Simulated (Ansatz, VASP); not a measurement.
# Two plane-wave programs on Sn

```
Sn
1.0
    -1.90357    1.90357    1.90357
     1.90357   -1.90357    1.90357
     1.90357    1.90357   -1.90357
Sn
1
Direct
  0.00000 0.00000 0.00000
```

Alike in both runs: functional PBE; k mesh 12 × 12 × 12; occupations fermi-dirac, width 0.1 eV; no spin polarisation.

Ansatz relaxed the structure, and its values are those at the end. VASP's run is a single point on that final structure, the one shown.

|  | VASP | Ansatz |
| --- | --- | --- |
| version | VASP 6.6.1 | Ansatz 0.2.0 |
| potentials or method | VASP PAW PBE potentials, release 64 (Sn_d), cutoff 520 eV | plane waves (420 eV) with PAW, scalar-relativistic |
| valence electrons in the cell | 14 | 14 |

Ansatz gave:

```
pressure (GPa) : 0.0
```

Problem. Estimate VASP's values.

Solution. Pressure (GPa): -0.1.

The functional is the same, so the differences come from potentials, cutoffs and numerics.
